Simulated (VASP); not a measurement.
# NaH (Fm-3m) in VASP: further runs

NaH is run at these levels: PBEsol; tasks: single point.

All numbers are computed with VASP 6.6.1; they aren't measurements. Logs are shortened: lines on timing, memory, paths and dates and some standing lists are left out, and cuts for length are marked.

### 1 The cell of the first run

The structure is cubic, space group Fm-3m (No. 225). The conventional cell has a = 4.814 Å, b = 4.814 Å, c = 4.814 Å, α = 90.00°, β = 90.00°, γ = 90.00°. Na (site symmetry m-3m) has 6 H at 2.41 Å within 3.2 Å. H (site symmetry m-3m) has 6 Na at 2.41 Å within 3.2 Å.

### 2 Single point, PBEsol (13.95 Å³/atom)

Contents of INCAR:

```
PREC     = Accurate       # precision mode
ENCUT    = 520            # plane-wave cutoff, eV
EDIFF    = 1E-6           # SCF threshold, eV
ISMEAR   = -1             # smearing method
SIGMA    = 0.03           # smearing width, eV
LREAL    = False          # projectors in reciprocal space
LASPH    = True           # aspherical terms in the spheres
NELM     = 80             # most SCF steps
ALGO     = Normal         # electronic algorithm
ISIF     = 2              # what is computed and relaxed
LWAVE    = False          # write WAVECAR
LCHARG   = True           # write CHGCAR
GGA      = PS             # functional
LELF     = True           # ELF
LVHAR    = True         
NBANDS   = 11             # bands
```

Contents of KPOINTS:

```
regular mesh
0
Gamma
  9 9 9
```

Contents of POSCAR:

```
NaH
1.0
    0.0000000000      2.4070229846      2.4070229846
    2.4070229846      0.0000000000      2.4070229846
    2.4070229846      2.4070229846      0.0000000000
Na H
1 1
Direct
    0.0000000000      0.0000000000      0.0000000000
    0.5000000000      0.5000000000      0.5000000000
```

Potentials or basis: VASP PAW PBE potentials, release 64 (Na_pv, H).

On the command line:

```bash
> cat potpaw_PBE.64/Na_pv/POTCAR potpaw_PBE.64/H/POTCAR > POTCAR
> mpirun -np 1 vasp_std > vasp.out
```

OUTCAR:

```text
PREC = Accurate
   ENCUT = 520
   EDIFF = 1E-6
   ISMEAR = -1
   LREAL = False
   LASPH = True
   NELM = 80
   ISIF = 2
   GGA = PS

 ion  position               nearest neighbor table
   1  0.000  0.000  0.000-
   2  0.500  0.500  0.500-

  LATTYP: Found a face centered cubic cell.
 ALAT       =     4.8140459692

  Lattice vectors:

 A1 = (   0.0000000000,   2.4070229846,   2.4070229846)
 A2 = (   2.4070229846,   0.0000000000,   2.4070229846)
 A3 = (   2.4070229846,   2.4070229846,   0.0000000000)

Analysis of symmetry for initial positions (statically):
=====================================================================
 Subroutine PRICEL returns:
 Original cell was already a primitive cell.

 Routine SETGRP: Setting up the symmetry group for a
 face centered cubic supercell.

 Subroutine GETGRP returns: Found 48 space group operations
 (whereof 48 operations were pure point group operations)
 out of a pool of 48 trial point group operations.

The static configuration has the point symmetry O_h .

Analysis of symmetry for dynamics (positions and initial velocities):
=====================================================================
 Subroutine PRICEL returns:
 Original cell was already a primitive cell.

 Routine SETGRP: Setting up the symmetry group for a
 face centered cubic supercell.

 Subroutine GETGRP returns: Found 48 space group operations
 (whereof 48 operations were pure point group operations)
 out of a pool of 48 trial point group operations.

The dynamic configuration has the point symmetry O_h .

 Subroutine INISYM returns: Found 48 space group operations
 (whereof 48 operations are pure point group operations),
 and found     1 'primitive' translations

----------------------------------------------------------------------------------------

                                     Primitive cell

  volume of cell :      27.8914

  direct lattice vectors                    reciprocal lattice vectors
     0.000000000  2.407022985  2.407022985    -0.207725478  0.207725478  0.207725478
     2.407022985  0.000000000  2.407022985     0.207725478 -0.207725478  0.207725478
     2.407022985  2.407022985  0.000000000     0.207725478  0.207725478 -0.207725478

  length of vectors
     3.404044550  3.404044550  3.404044550     0.359791082  0.359791082  0.359791082

  position of ions in fractional coordinates (direct lattice)
     0.000000000  0.000000000  0.000000000
     0.500000000  0.500000000  0.500000000

  ion indices of the primitive-cell ions
   primitive index   ion index
                 1           1
                 2           2

----------------------------------------------------------------------------------------

 KPOINTS: regular mesh

Automatic generation of k-mesh.
 Grid dimensions read from file:
 generate k-points for:    9    9    9

 Generating k-lattice:

  Cartesian coordinates                     Fractional coordinates (reciprocal lattice)
    -0.023080609  0.023080609  0.023080609     0.111111111  0.000000000  0.000000000
     0.023080609 -0.023080609  0.023080609     0.000000000  0.111111111  0.000000000
     0.023080609  0.023080609 -0.023080609     0.000000000  0.000000000  0.111111111

  Length of vectors
     0.039976787  0.039976787  0.039976787

  Shift w.r.t. Gamma in fractional coordinates (k-lattice)
     0.000000000  0.000000000  0.000000000

 Subroutine IBZKPT returns following result:
 ===========================================

 Found     35 irreducible k-points:

 Following reciprocal coordinates:
            Coordinates               Weight
  0.000000  0.000000  0.000000      1.000000
  0.111111  0.000000  0.000000      8.000000
  0.222222  0.000000  0.000000      8.000000
  0.333333  0.000000  0.000000      8.000000
  0.444444  0.000000  0.000000      8.000000
  0.111111  0.111111  0.000000      6.000000
[... 16 lines left out ...]
 -0.333333  0.333333  0.000000     12.000000
  0.444444  0.444444  0.000000      6.000000
 [... further k-points ...]
   k-points           NKPTS =     35   k-points in BZ     NKDIM =     35   number of bands    NBANDS=     11
   number of dos      NEDOS =    301   number of ions     NIONS =      2
   total plane-waves  NPLWV =  21952
   dimension x,y,z NGX =    28 NGY =   28 NGZ =   28
   dimension x,y,z NGXF=    56 NGYF=   56 NGZF=   56
   ions per type =               1   1
   NGX,Y,Z   is equivalent  to a cutoff of  13.67, 13.67, 13.67 a.u.
   NGXF,Y,Z  is equivalent  to a cutoff of  27.35, 27.35, 27.35 a.u.
 SYSTEM =  unknown system
   PREC   = accura    normal or accurate (medium, high low for compatibility)
   ISTART =      0    job   : 0-new  1-cont  2-samecut
   ICHARG =      2    charge: 1-file 2-atom 10-const
   ISPIN  =      1    spin polarized calculation?
   LNONCOLLINEAR =      F non collinear calculations
   LSORBIT =      F    spin-orbit coupling
   LASPH  =      T    aspherical Exc in radial PAW
   ENCUT  =  520.0 eV  38.22 Ry    6.18 a.u.   6.33  6.33  6.33*2*pi/ulx,y,z
   NELM   =     80;   NELMIN=  2; NELMDL= -5     # of ELM steps
   EDIFF  = 0.1E-05   stopping-criterion for ELM
   LREAL  =      F    real-space projection
   EDIFFG = 0.1E-04   stopping-criterion for IOM
   NSW    =      0    number of steps for IOM
   IBRION =     -1    ionic relax: 0-MD 1-quasi-New 2-CG
   NFREE  =      0    steps in history (QN), initial steepest desc. (CG)
   ISIF   =      2    stress and relaxation
   ISYM   =      2    0-nonsym 1-usesym 2-fastsym
   POTIM  = 0.5000    time-step for ionic-motion
   TEBEG  =    0.0;   TEEND  =   0.0 temperature during run
   PSTRESS=    0.0 pullay stress
   NELECT =       8.0000    total number of electrons
   NUPDOWN=      -1.0000    fix difference up-down
   EMIN   =  10.00;   EMAX   =-10.00  energy-range for DOS
   EFERMI =   0.00;   METHOD = LEGACY
   ISMEAR =    -1;   SIGMA  =   0.03  broadening in eV -4-tet -1-fermi 0-gaus
   EFERMI_NEDOS =   21; number of points for ismear=-14 and -15
   IALGO  =     38    algorithm
   IMIX   =      4    mixing-type and parameters
     AMIX     =   0.40;   BMIX     =  1.00
     AMIX_MAG =   1.60;   BMIX_MAG =  1.00
  volume/ion in A,a.u.               =      13.95        94.11
  Fermi-wavevector in a.u.,A,eV,Ry     =   1.079646  2.040235 15.859425  1.165635
  Thomas-Fermi vector in A             =   2.215616
   LORBIT       =      0    0 simple, 1 ext, 2 COOP (PROOUT), +10 PAW based schemes
   GGA     = PS    functional components
   LHFCALC =     F    Hartree Fock is set to
   AEXX    =    0.0000 exact exchange contribution
   IVDW    =     0    specifies the selected vdW correction
   LEPSILON=     F    determine dielectric tensor
   LRPA    =     F    only Hartree local field effects (RPA)
 non-spin polarized calculation
  energy-cutoff  :      520.00
  volume of cell :       27.89
 maximum number of plane-waves:       766
 NGX is ok and might be reduce to    28
   NGX = 13   NGY = 13   NGZ = 13

 number of electron       7.9999995 magnetization

 Free energy of the ion-electron system (eV)
  ---------------------------------------------------
  ext. energy  EPLUGINS =         0.00000000
  ---------------------------------------------------
  free energy    TOTEN  =        -5.08565543 eV

  energy without entropy =       -5.08565543  energy(sigma->0) =       -5.08565543

 E-fermi :  -0.3557     XC(G=0):  -7.9292

 val. band max:       -1.1252748547   @ k =  -0.3333   0.4444   0.1111
 cond. band min:       2.7670290382   @ k =  -0.4444   0.1111   0.0000
 fundamental gap:      3.8923038929
 Fermi energy:        -0.3557126341

 k-point     1 :       0.0000    0.0000    0.0000
  band No.  band energies     occupation
      1     -23.0365      2.00000
      2     -23.0365      2.00000
      3     -23.0365      2.00000
      4      -4.8140      2.00000
      5       9.4578      0.00000
      6      14.4251      0.00000
      7      14.4251      0.00000
      8      14.4251      0.00000
      9      15.4015      0.00000
     10      15.4015      0.00000
     11      15.4015      0.00000

 k-point     2 :       0.1111    0.0000    0.0000
  band No.  band energies     occupation
      1     -23.0484      2.00000
      2     -23.0379      2.00000
      3     -23.0379      2.00000
      4      -4.5968      2.00000
      5       8.7253      0.00000
      6      12.0695      0.00000
      7      13.7511      0.00000
      8      13.7511      0.00000
      9      16.2275      0.00000
     10      16.2275      0.00000
     11      16.3164      0.00000

 k-point     3 :       0.2222    0.0000    0.0000
  band No.  band energies     occupation
      1     -23.0784      2.00000
      2     -23.0415      2.00000
      3     -23.0415      2.00000
      4      -3.9705      2.00000
      5       6.6959      0.00000
      6      10.5931      0.00000
      7      13.0106      0.00000
      8      13.0106      0.00000
      9      16.4782      0.00000
     10      16.4782      0.00000
     11      17.4459      0.00000

 k-point     4 :       0.3333    0.0000    0.0000
  band No.  band energies     occupation
      1     -23.1121      2.00000
      2     -23.0455      2.00000
      3     -23.0455      2.00000
      4      -3.0351      2.00000
      5       4.4179      0.00000
      6       9.9468      0.00000
      7      12.5156      0.00000
      8      12.5156      0.00000
      9      15.7689      0.00000
     10      15.7689      0.00000
     11      18.0031      0.00000
[... 239 lines left out ...]
 k-point    22 :      -0.4444    0.3333    0.0000
  band No.  band energies     occupation
      1     -23.1146      2.00000
      2     -23.0848      2.00000
      3     -23.0637      2.00000
      4      -1.2992      2.00000
      5       3.9062      0.00000
      6       5.7430      0.00000
      7      10.0428      0.00000
      8      10.6536      0.00000
      9      15.0799      0.00000
     10      20.4765      0.00000
     11      20.9694      0.00000

 k-point    23 :      -0.3333    0.3333    0.0000
  band No.  band energies     occupation
      1     -23.1024      2.00000
      2     -23.0995      2.00000
      3     -23.0583      2.00000
      4      -1.3387      2.00000
      5       4.4835      0.00000
      6       4.6195      0.00000
      7      10.5713      0.00000
      8      11.2261      0.00000
      9      17.2894      0.00000
     10      20.1066      0.00000
     11      20.6295      0.00000

 k-point    24 :       0.4444    0.4444    0.0000
  band No.  band energies     occupation
      1     -23.1236      2.00000
      2     -23.0694      2.00000
      3     -23.0694      2.00000
      4      -1.4377      2.00000
      5       3.6077      0.00000
      6       8.8376      0.00000
      7       9.5742      0.00000
      8       9.5742      0.00000
      9      10.9192      0.00000
     10      22.3935      0.00000
     11      24.1508      0.00000

 [... further k-points ...]
[... 5 lines left out ...]
  --------------------------------------------------------------------------------------
  -------------------------------------------------------------------------------------
  Total       -0.0606441     -0.0606441     -0.0606441     -0.0000000     -0.0000000     -0.0000000
  in kB       -3.4836004     -3.4836004     -3.4836004     -0.0000000     -0.0000000     -0.0000000
  external PRESSURE =      -3.4836004 kB  Pullay stress =       0.0000000 kB

 VOLUME and BASIS-vectors are now :
 -----------------------------------------------------------------------------
  energy-cutoff  :      520.00
  volume of cell :       27.89
      direct lattice vectors                 reciprocal lattice vectors
     0.000000000  2.407022985  2.407022985    -0.207725478  0.207725478  0.207725478
     2.407022985  0.000000000  2.407022985     0.207725478 -0.207725478  0.207725478
     2.407022985  2.407022985  0.000000000     0.207725478  0.207725478 -0.207725478

 POSITION                                       TOTAL-FORCE (eV/Angst)
 -----------------------------------------------------------------------------------
      0.00000      0.00000      0.00000        -0.000000      0.000000     -0.000000
      2.40702      2.40702      2.40702         0.000000      0.000000      0.000000
 -----------------------------------------------------------------------------------
    total drift:                               -0.000000     -0.000000     -0.000000

  FREE ENERGIE OF THE ION-ELECTRON SYSTEM (eV)
  ---------------------------------------------------
  free  energy   TOTEN  =        -5.0856554344 eV

  energy  without entropy=       -5.0856554344  energy(sigma->0) =       -5.08565543
```

Wall time 20 s (1 thread of Intel Xeon 8259CL, shared host); peak memory 0.15 GiB.

Results:

```yaml
Free_energy: -5.0857 eV
Pressure: -0.3 GPa
Band_gap_on_the_k_mesh: 3.89 eV (least direct gap 4.63 eV)
```

Levels at points of the mesh, in eV from the valence-band top:
```
           k point  band 1  band 2  band 3  band 4  band 5  band 6  band 7  band 8
(0.00, 0.00, 0.00)  -21.91  -21.91  -21.91   -3.69   10.58   15.55   15.55   15.55
```

Caveat: the PAW data sets were made with another functional, which shifts forces and pressure a little; an odd mesh through Γ misses points on the zone boundary, where band edges can lie.

(Continued in part 2 of 2.)
